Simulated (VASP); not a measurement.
Set up this calculation in VASP 6.6.1, as the native input.

```
Task                   : single point
Functional             : RPBE
Potentials or basis    : VASP PAW PBE potentials, release 64 (Na_pv, La, Mn_pv, Mo_sv, O)
Cutoff                 : 520 eV
k mesh                 : 4 × 4 × 4
Occupations            : fermi-dirac, width 0.05 eV
Spin                   : collinear spin, ferromagnetic start
Starting moments       : [0.0, 0.0, 4.0, 1.0, 0.0, 0.0, 0.0, 0.0, 0.0, 0.0] μB
Dipole correction      : no
Further INCAR settings : ALGO = Normal; EDIFF = 1e-06; NBANDS = 56
```

The structure of NaLaMnMoO6 lies in POSCAR:

```
NaLaMnMoO6
1.0
    5.2590893442     -2.9035989826      0.0891645590
    5.2590893442      2.9035989826      0.0891645590
   -3.1705657159      0.0000000000      4.6186155690
Na La Mn Mo O
1 1 1 1 6
Direct
    0.9669178790      0.9669178790      0.5007619534
    0.7399629494      0.7399629494      0.7917456649
    0.2434022211      0.2434022211      0.1826731935
    0.4979971649      0.4979971649      1.0027211401
    0.3308473628      0.3308473628      0.6164118888
    0.3451806453      0.8387723703      0.8884256552
    0.1949251239      0.6433589554      0.1406687904
    0.6433589554      0.1949251239      0.1406687904
    0.8387723703      0.3451806453      0.8884256552
    0.6986353281      0.6986353281      0.3474972681
```

One way to write it, as run:

INCAR

```
SYSTEM = NaLaMnMoO6
PREC = Accurate
ENCUT = 520
EDIFF = 1E-6
ISMEAR = -1
SIGMA = 0.05
LREAL = .FALSE.
LASPH = .TRUE.
NELM = 150
ALGO = Normal
ISIF = 2
LWAVE = .FALSE.
LCHARG = .FALSE.
ISPIN = 2
MAGMOM = 0 0 4 1 0 0 0 0 0 0
LORBIT = 11
LMAXMIX = 6
GGA = RP
NBANDS = 56
```

KPOINTS

```
Automatic mesh
0
G
  4 4 4
  0 0 0
```

Potentials or basis: VASP PAW PBE potentials, release 64 (Na_pv, La, Mn_pv, Mo_sv, O).

Run with:

```console
$ cat potpaw_PBE.64/Na_pv/POTCAR potpaw_PBE.64/La/POTCAR potpaw_PBE.64/Mn_pv/POTCAR potpaw_PBE.64/Mo_sv/POTCAR potpaw_PBE.64/O/POTCAR > POTCAR
$ mpirun -np 1 vasp_std > vasp.out
```

It gave:

- Pressure: 0.1 GPa
- Largest force: 0.063 eV/Å
- Band gap on the k mesh: 0.86 eV
- Net moment: 5.00 μB per cell
- Site moments: Na +0.00; La +0.01; Mn +4.39; Mo +0.15; O +0.00, +0.03, +0.01 (each value once) μB
- Valence electrons inside the program's atomic spheres: Na 6.04; La 8.62; Mn 11.25; Mo 12.26; O 5.00, 5.03, 5.04 (each value once)

Caveat: the PAW data sets were made with another functional, which shifts forces and pressure a little; spin-orbit coupling is left out, which moves the levels of the heavy elements; a cell with one magnetic atom can't hold antiferromagnetic order, which such compounds often take.

Run time: 20 min on 1 thread of Intel Xeon 8259CL (shared host), peak memory 0.59 GiB.
